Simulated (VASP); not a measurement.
Write the native input for VASP 6.6.1 that does the following.

| Quantity | Value |
| --- | --- |
| Task | single point |
| Functional | r2SCAN |
| Potentials or basis | VASP PAW PBE potentials, release 64 (Sc_sv) |
| Cutoff | 520 eV |
| k mesh | 11 × 11 × 6 |
| Occupations | gaussian, width 0.3 eV |
| Spin | no spin polarisation |
| Dipole correction | no |
| Further INCAR settings | ALGO = Normal; EDIFF = 1e-07; NBANDS = 18 |

Sc:

```
Sc
1.0
     3.32807    0.00000    0.00000
    -1.66404    2.88219    0.00000
     0.00000    0.00000    5.21215
Sc
2
Direct
  0.33333 0.66667 0.25000
  0.66667 0.33333 0.75000
```

The input as run:

POSCAR

```
Sc
1.0
    3.3280716152      0.0000000000      0.0000000000
   -1.6640358076      2.8821945644      0.0000000000
    0.0000000000      0.0000000000      5.2121495536
Sc
2
Direct
    0.3333333333      0.6666666667      0.2500000000
    0.6666666667      0.3333333333      0.7500000000
```

INCAR.step1

```
SYSTEM = Sc
PREC = Accurate
ENCUT = 520
ISMEAR = 0
SIGMA = 0.3
LREAL = .False.
LASPH = .True.
NELM = 80
NBANDS = 18
GGA = PE
ALGO = Normal
EDIFF = 1E-4
LWAVE = .True.
LCHARG = .False.
```

INCAR.step2

```
SYSTEM = Sc
PREC = Accurate
ENCUT = 520
EDIFF = 1E-7
ISMEAR = 0
SIGMA = 0.3
LREAL = .False.
LASPH = .True.
NELM = 80
ALGO = Normal
ISIF = 2
LWAVE = .False.
LCHARG = .True.
METAGGA = R2SCAN
LMIXTAU = .True.
LELF = .True.
LVHAR = .True.
NBANDS = 18
ISTART = 1
```

KPOINTS

```
regular mesh
0
Gamma
  11 11 6
  0 0 0
```

Potentials or basis: VASP PAW PBE potentials, release 64 (Sc_sv).

Launch:

```bash
$ cat potpaw_PBE.64/Sc_sv/POTCAR > POTCAR
$ cp INCAR.step1 INCAR
$ mpirun -np 1 vasp_std > vasp.out
$ cp INCAR.step2 INCAR
$ mpirun -np 1 vasp_std > vasp.out
```

Results of the run:

| Item | Value |
| --- | --- |
| Pressure | 0.3 GPa |
| Band gap on the k mesh | zero (bands 11 and 12 overlap by 1.52 eV) |

Caveat: so wide a smearing shifts energies and pressures; the PAW data sets were made with another functional, which shifts forces and pressure a little.

Run time: 2.3 min on 1 thread of Intel(R) Xeon(R) 6975P-C (Granite Rapids), with other jobs on the host, peak memory 0.2 GiB.
